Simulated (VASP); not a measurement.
Input of a VASP 6.6.1 run:

The input INCAR:

```
SYSTEM = Ni
PREC = Accurate ; ENCUT = 520
EDIFF = 1E-7 ; ISMEAR = -1
SIGMA = 0.1 ; LREAL = .FALSE.
LASPH = .TRUE. ; NELM = 100
ALGO = Normal ; ISIF = 2
LWAVE = .FALSE. ; LCHARG = .FALSE.
GGA = PS ; NBANDS = 22
```

File KPOINTS:

```
regular mesh
0
G
  10 10 15
  0 0 0
```

The input POSCAR:

```
Ni
1.0
    3.9824903096      0.0000000000      0.0000000000
   -1.9912451548      3.4489377785      0.0000000000
    0.0000000000      0.0000000000      2.3951558179
Ni
3
Direct
    1.0000000000      1.0000000000      0.0000000000
    0.3333333333      0.6666666667      0.5000000000
    0.6666666667      0.3333333333      0.5000000000
```

Potentials or basis: VASP PAW PBE potentials, release 64 (Ni).

Run with:

```console
$ cat potpaw_PBE.64/Ni/POTCAR > POTCAR
$ mpirun -np 1 vasp_std > vasp.out
```

Question: What does it give for the pressure?

Answer: -7.8 GPa.

Question: Estimate the band gap on the k mesh.

Answer: Zero (band 15 reaches 9.31 eV, above the bottom of band 16 at 8.76 eV).

Caveat: the PAW data sets were made with another functional, which shifts forces and pressure a little; the run has no spin polarisation, though such a crystal can be magnetic. Spin polarisation is off, so any magnetic state and its effect on volume and gap are missing.
